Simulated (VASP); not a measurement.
# Pb (P6_3/mmc) in VASP: settings compared

Pb is run at these levels: PBEsol, r2SCAN; tasks: single point.

Program: VASP 6.6.1. These are calculated values, not measurements. Logs are shortened: lines on timing, memory, paths and dates and some standing lists are left out, and cuts for length are marked.

## Step 1: The cell of the first run

The structure is hexagonal, space group P6_3/mmc (No. 194). The conventional cell has a = 3.548 Å, b = 3.548 Å, c = 5.700 Å, α = 90.00°, β = 90.00°, γ = 120.00°. Within 4.6 Å of Pb (site symmetry -6m2) lie 12 Pb at 3.51 to 3.55 Å.

## Step 2: Single point, PBEsol

Input file INCAR:

```
PREC = Accurate ; ENCUT = 520
EDIFF = 1E-6 ; ISMEAR = -1
SIGMA = 0.05 ; LREAL = F
LASPH = T ; NELM = 80
ALGO = Normal ; ISIF = 2
LWAVE = F ; LCHARG = F
GGA = PS ; NBANDS = 21
```

Input file KPOINTS:

```
regular mesh
0
Gamma
  9 9 5
```

Input file POSCAR:

```
Pb
1.0
    3.5482526220      0.0000000000      0.0000000000
   -1.7741263110      3.0728769098      0.0000000000
    0.0000000000      0.0000000000      5.6996356773
Pb
2
Direct
    0.6666666667      0.3333333333      0.7500000000
    0.3333333333      0.6666666667      0.2500000000
```

Potentials or basis: VASP PAW PBE potentials, release 64 (Pb_d).

Started as:

```bash
> cat potpaw_PBE.64/Pb_d/POTCAR > POTCAR
> mpirun -np 1 vasp_std > vasp.out
```

OUTCAR:

```text
PREC = Accurate
   ENCUT = 520
   EDIFF = 1E-6
   ISMEAR = -1
   LREAL = F
   LASPH = T
   NELM = 80
   ISIF = 2
   GGA = PS

 ion  position               nearest neighbor table
   1  0.667  0.333  0.750-   2 3.51   2 3.51   2 3.51   2 3.51   2 3.51   2 3.51
   2  0.333  0.667  0.250-   1 3.51   1 3.51   1 3.51   1 3.51   1 3.51   1 3.51

  LATTYP: Found a hexagonal cell.
 ALAT       =     3.5482526220
 C/A-ratio  =     1.6063218391

  Lattice vectors:

 A1 = (   3.5482526220,   0.0000000000,   0.0000000000)
 A2 = (  -1.7741263110,   3.0728769098,   0.0000000000)
 A3 = (   0.0000000000,   0.0000000000,   5.6996356773)

Analysis of symmetry for initial positions (statically):
=====================================================================
 Subroutine PRICEL returns:
 Original cell was already a primitive cell.

 Routine SETGRP: Setting up the symmetry group for a
 hexagonal supercell.

 Subroutine GETGRP returns: Found 24 space group operations
 (whereof 12 operations were pure point group operations)
 out of a pool of 24 trial point group operations.

The static configuration has the point symmetry D_3d.
 The point group associated with its full space group is D_6h.

Analysis of symmetry for dynamics (positions and initial velocities):
=====================================================================
 Subroutine PRICEL returns:
 Original cell was already a primitive cell.

 Routine SETGRP: Setting up the symmetry group for a
 hexagonal supercell.

 Subroutine GETGRP returns: Found 24 space group operations
 (whereof 12 operations were pure point group operations)
 out of a pool of 24 trial point group operations.

The dynamic configuration has the point symmetry D_3d.
 The point group associated with its full space group is D_6h.

 Subroutine INISYM returns: Found 24 space group operations
 (whereof 12 operations are pure point group operations),
 and found     1 'primitive' translations

----------------------------------------------------------------------------------------

                                     Primitive cell

  volume of cell :      62.1451

  direct lattice vectors                    reciprocal lattice vectors
     3.548252622  0.000000000  0.000000000     0.281828862  0.162713970  0.000000000
    -1.774126311  3.072876910  0.000000000     0.000000000  0.325427939  0.000000000
     0.000000000  0.000000000  5.699635677     0.000000000  0.000000000  0.175449811

  length of vectors
     3.548252622  3.548252622  5.699635677     0.325427939  0.325427939  0.175449811

  position of ions in fractional coordinates (direct lattice)
     0.666666667  0.333333333  0.750000000
     0.333333333  0.666666667  0.250000000

  ion indices of the primitive-cell ions
   primitive index   ion index
                 1           1
                 2           2

----------------------------------------------------------------------------------------

 KPOINTS: regular mesh

Automatic generation of k-mesh.
 Grid dimensions read from file:
 generate k-points for:    9    9    5

 Generating k-lattice:

  Cartesian coordinates                     Fractional coordinates (reciprocal lattice)
     0.031314318  0.018079330  0.000000000     0.111111111  0.000000000  0.000000000
     0.000000000  0.036158660  0.000000000     0.000000000  0.111111111  0.000000000
     0.000000000  0.000000000  0.035089962     0.000000000  0.000000000  0.200000000

  Length of vectors
     0.036158660  0.036158660  0.035089962

  Shift w.r.t. Gamma in fractional coordinates (k-lattice)
     0.000000000  0.000000000  0.000000000

 Subroutine IBZKPT returns following result:
 ===========================================

 Found     36 irreducible k-points:

 Following reciprocal coordinates:
            Coordinates               Weight
  0.000000  0.000000  0.000000      1.000000
  0.111111  0.000000  0.000000      6.000000
  0.222222 -0.000000  0.000000      6.000000
  0.333333  0.000000  0.000000      6.000000
  0.444444 -0.000000  0.000000      6.000000
  0.111111  0.111111  0.000000      6.000000
[... 16 lines left out ...]
  0.333333  0.222222  0.200000     24.000000
  0.333333  0.333333  0.200000      4.000000
 [... further k-points ...]
   k-points           NKPTS =     36   k-points in BZ     NKDIM =     36   number of bands    NBANDS=     21
   number of dos      NEDOS =    301   number of ions     NIONS =      2
   total plane-waves  NPLWV =  32928
   dimension x,y,z NGX =    28 NGY =   28 NGZ =   42
   dimension x,y,z NGXF=    56 NGYF=   56 NGZF=   84
   ions per type =               2
   NGX,Y,Z   is equivalent  to a cutoff of  13.12, 13.12, 12.25 a.u.
   NGXF,Y,Z  is equivalent  to a cutoff of  26.24, 26.24, 24.50 a.u.
 SYSTEM =  unknown system
   PREC   = accura    normal or accurate (medium, high low for compatibility)
   ISTART =      0    job   : 0-new  1-cont  2-samecut
   ICHARG =      2    charge: 1-file 2-atom 10-const
   ISPIN  =      1    spin polarized calculation?
   LNONCOLLINEAR =      F non collinear calculations
   LSORBIT =      F    spin-orbit coupling
   LASPH  =      T    aspherical Exc in radial PAW
   ENCUT  =  520.0 eV  38.22 Ry    6.18 a.u.   6.60  6.60 10.60*2*pi/ulx,y,z
   NELM   =     80;   NELMIN=  2; NELMDL= -5     # of ELM steps
   EDIFF  = 0.1E-05   stopping-criterion for ELM
   LREAL  =      F    real-space projection
   EDIFFG = 0.1E-04   stopping-criterion for IOM
   NSW    =      0    number of steps for IOM
   IBRION =     -1    ionic relax: 0-MD 1-quasi-New 2-CG
   NFREE  =      0    steps in history (QN), initial steepest desc. (CG)
   ISIF   =      2    stress and relaxation
   ISYM   =      2    0-nonsym 1-usesym 2-fastsym
   POTIM  = 0.5000    time-step for ionic-motion
   TEBEG  =    0.0;   TEEND  =   0.0 temperature during run
   PSTRESS=    0.0 pullay stress
   NELECT =      28.0000    total number of electrons
   NUPDOWN=      -1.0000    fix difference up-down
   EMIN   =  10.00;   EMAX   =-10.00  energy-range for DOS
   EFERMI =   0.00;   METHOD = LEGACY
   ISMEAR =    -1;   SIGMA  =   0.05  broadening in eV -4-tet -1-fermi 0-gaus
   EFERMI_NEDOS =   21; number of points for ismear=-14 and -15
   IALGO  =     38    algorithm
   IMIX   =      4    mixing-type and parameters
     AMIX     =   0.40;   BMIX     =  1.00
     AMIX_MAG =   1.60;   BMIX_MAG =  1.00
  volume/ion in A,a.u.               =      31.07       209.69
  Fermi-wavevector in a.u.,A,eV,Ry     =   1.255043  2.371687 21.430982  1.575133
  Thomas-Fermi vector in A             =   2.388819
   LORBIT       =      0    0 simple, 1 ext, 2 COOP (PROOUT), +10 PAW based schemes
   GGA     = PS    functional components
   LHFCALC =     F    Hartree Fock is set to
   AEXX    =    0.0000 exact exchange contribution
   IVDW    =     0    specifies the selected vdW correction
   LEPSILON=     F    determine dielectric tensor
   LRPA    =     F    only Hartree local field effects (RPA)
 non-spin polarized calculation
  energy-cutoff  :      520.00
  volume of cell :       62.15
 maximum number of plane-waves:      1713
 NGX is ok and might be reduce to    28
   NGX = 13   NGY = 13   NGZ = 21

 number of electron      28.0000000 magnetization

 Free energy of the ion-electron system (eV)
  ---------------------------------------------------
  ext. energy  EPLUGINS =         0.00000000
  ---------------------------------------------------
  free energy    TOTEN  =        -7.94027720 eV

  energy without entropy =       -7.92741218  energy(sigma->0) =       -7.93384469

 E-fermi :   6.7686     XC(G=0): -10.2252

 val. band max:        6.6962734780   @ k =   0.3333   0.2222   0.0000
 cond. band min:       6.7718420975   @ k =   0.2222   0.1111   0.4000
 fundamental gap:      0.0755686195
 Fermi energy:         6.7686443128

 k-point     1 :       0.0000    0.0000    0.0000
  band No.  band energies     occupation
      1     -10.1604      2.00000
      2     -10.1258      2.00000
      3     -10.1258      2.00000
      4     -10.1257      2.00000
      5     -10.1053      2.00000
      6     -10.1053      2.00000
[... 13 lines left out ...]
     20      15.7100      0.00000
     21      18.2034      0.00000

 k-point     2 :       0.1111    0.0000    0.0000
  band No.  band energies     occupation
      1     -10.1659      2.00000
      2     -10.1368      2.00000
      3     -10.1029      2.00000
      4     -10.1002      2.00000
      5     -10.0874      2.00000
      6     -10.0804      2.00000
[... 13 lines left out ...]
     20      16.6057      0.00000
     21      17.3370      0.00000

 k-point     3 :       0.2222   -0.0000    0.0000
  band No.  band energies     occupation
      1     -10.2061      2.00000
      2     -10.1251      2.00000
      3     -10.1061      2.00000
      4     -10.0943      2.00000
      5     -10.0812      2.00000
      6     -10.0351      2.00000
[... 13 lines left out ...]
     20      16.2321      0.00000
     21      17.3076      0.00000

 k-point     4 :       0.3333    0.0000    0.0000
  band No.  band energies     occupation
      1     -10.2477      2.00000
      2     -10.1495      2.00000
      3     -10.1364      2.00000
      4     -10.1187      2.00000
      5     -10.0387      2.00000
      6      -9.9897      2.00000
[... 13 lines left out ...]
     20      15.4449      0.00000
     21      16.9274      0.00000

 k-point     5 :       0.4444   -0.0000    0.0000
  band No.  band energies     occupation
      1     -10.2734      2.00000
      2     -10.1802      2.00000
      3     -10.1475      2.00000
      4     -10.1336      2.00000
      5     -10.0116      2.00000
      6     -10.0102      2.00000
[... 13 lines left out ...]
     20      15.0332      0.00000
     21      16.7112      0.00000

 k-point     6 :       0.1111    0.1111    0.0000
  band No.  band energies     occupation
      1     -10.1613      2.00000
      2     -10.1609      2.00000
      3     -10.0951      2.00000
      4     -10.0879      2.00000
      5     -10.0831      2.00000
      6     -10.0692      2.00000
[... 13 lines left out ...]
     20      16.1706      0.00000
     21      16.3092      0.00000

 k-point     7 :       0.2222    0.1111    0.0000
  band No.  band energies     occupation
      1     -10.2018      2.00000
      2     -10.1384      2.00000
      3     -10.1338      2.00000
      4     -10.1063      2.00000
      5     -10.0656      2.00000
      6     -10.0121      2.00000
[... 13 lines left out ...]
     20      14.9467      0.00000
     21      17.8339      0.00000
[... 291 lines left out ...]
      1     -10.2254      2.00000
      2     -10.1810      2.00000
      3     -10.1304      2.00000
      4     -10.1149      2.00000
      5     -10.0577      2.00000
      6      -9.9939      2.00000
[... 13 lines left out ...]
     20      14.7032      0.00000
     21      16.8948      0.00000

 k-point    21 :       0.4444    0.1111    0.2000
  band No.  band energies     occupation
      1     -10.2353      2.00000
      2     -10.1979      2.00000
      3     -10.1288      2.00000
      4     -10.1184      2.00000
      5     -10.0687      2.00000
      6      -9.9716      2.00000
[... 13 lines left out ...]
     20      14.4296      0.00000
     21      17.4743      0.00000

 k-point    22 :       0.2222    0.2222    0.2000
  band No.  band energies     occupation
      1     -10.1802      2.00000
      2     -10.1511      2.00000
      3     -10.1295      2.00000
      4     -10.1286      2.00000
      5     -10.0489      2.00000
      6     -10.0069      2.00000
[... 13 lines left out ...]
     20      16.6539      0.00000
     21      17.3101      0.00000

 k-point    23 :       0.3333    0.2222    0.2000
  band No.  band energies     occupation
      1     -10.1915      2.00000
      2     -10.1639      2.00000
      3     -10.1297      2.00000
      4     -10.0876      2.00000
      5     -10.0592      2.00000
      6      -9.9940      2.00000
[... 13 lines left out ...]
     20      17.2297      0.00000
     21      17.7897      0.00000

 k-point    24 :       0.3333    0.3333    0.2000
  band No.  band energies     occupation
      1     -10.1932      2.00000
      2     -10.1301      2.00000
      3     -10.1301      2.00000
      4     -10.0388      2.00000
      5     -10.0374      2.00000
      6     -10.0374      2.00000
[... 13 lines left out ...]
     20      19.0022      0.00000
     21      19.0023      0.00000

 [... further k-points ...]
[... 5 lines left out ...]
  --------------------------------------------------------------------------------------
  -------------------------------------------------------------------------------------
  Total       -0.9077814     -0.9077814      0.0460513     -0.0000000      0.0000000      0.0000000
  in kB      -23.4037297    -23.4037297      1.1872588     -0.0000000      0.0000000      0.0000000
  external PRESSURE =     -15.2067335 kB  Pullay stress =       0.0000000 kB

 VOLUME and BASIS-vectors are now :
 -----------------------------------------------------------------------------
  energy-cutoff  :      520.00
  volume of cell :       62.15
      direct lattice vectors                 reciprocal lattice vectors
     3.548252622  0.000000000  0.000000000     0.281828862  0.162713970  0.000000000
    -1.774126311  3.072876910  0.000000000     0.000000000  0.325427939  0.000000000
     0.000000000  0.000000000  5.699635677     0.000000000  0.000000000  0.175449811

 POSITION                                       TOTAL-FORCE (eV/Angst)
 -----------------------------------------------------------------------------------
      1.77413      1.02429      4.27473         0.000000     -0.000000      0.000000
     -0.00000      2.04858      1.42491        -0.000000      0.000000      0.000000
 -----------------------------------------------------------------------------------
    total drift:                               -0.000000      0.000000      0.000000

  FREE ENERGIE OF THE ION-ELECTRON SYSTEM (eV)
  ---------------------------------------------------
  free  energy   TOTEN  =        -7.9402772026 eV

  energy  without entropy=       -7.9274121803  energy(sigma->0) =       -7.93384469
```

Run time: 13 s. Hardware: 1 thread of Intel Xeon 6975P-C (Granite Rapids), shared host; peak memory 0.19 GiB.

What came out:

```yaml
Free_energy: -7.9403 eV
Pressure: -1.5 GPa
Band_gap_on_the_k_mesh: zero (band 14 reaches 12.22 eV, above the bottom of band 15 at 4.93 eV)
```

Caveat: the PAW data sets were made with another functional, which shifts forces and pressure a little; spin-orbit coupling is left out, which moves the levels of the heavy elements.

(Continued in part 2 of 2.)
